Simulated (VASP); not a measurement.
The system is HfB.

```
CELL_PARAMETERS angstrom
0.00000 2.32530 2.32530
2.32530 0.00000 2.32530
2.32530 2.32530 0.00000
ATOMIC_POSITIONS crystal
Hf 0.50000 0.50000 0.50000
B 0.00000 0.00000 0.00000
```

This cell differs from its parent crystal: volume scaled by 1.02.

Base run:

* Program: VASP 6.6.1
* Functional: PBE
* Potentials or basis: VASP PAW PBE potentials, release 64 (Hf_pv, B)
* Cutoff: 520 eV
* k mesh: 10 × 10 × 10
* Occupations: fermi-dirac, width 0.05 eV
* Spin: no spin polarisation

Its results: pressure 25.1 GPa.

After a change of settings the same cell gave: pressure 19.2 GPa. Which change was it?
A. functional from PBE to r2SCAN
B. functional from PBE to LDA; potentials or basis from VASP PAW PBE potentials, release 64 (Hf_pv, B) to VASP PAW LDA potentials, release 64 (Hf_pv, B)
C. functional from PBE to PBEsol; further incar settings from ALGO = Normal; EDIFF = 1e-06; NBANDS = 14 to ALGO = Normal; EDIFF = 1e-07; NBANDS = 14

C.

Caveats: the PAW data sets were made with another functional, which shifts forces and pressure a little (some runs).
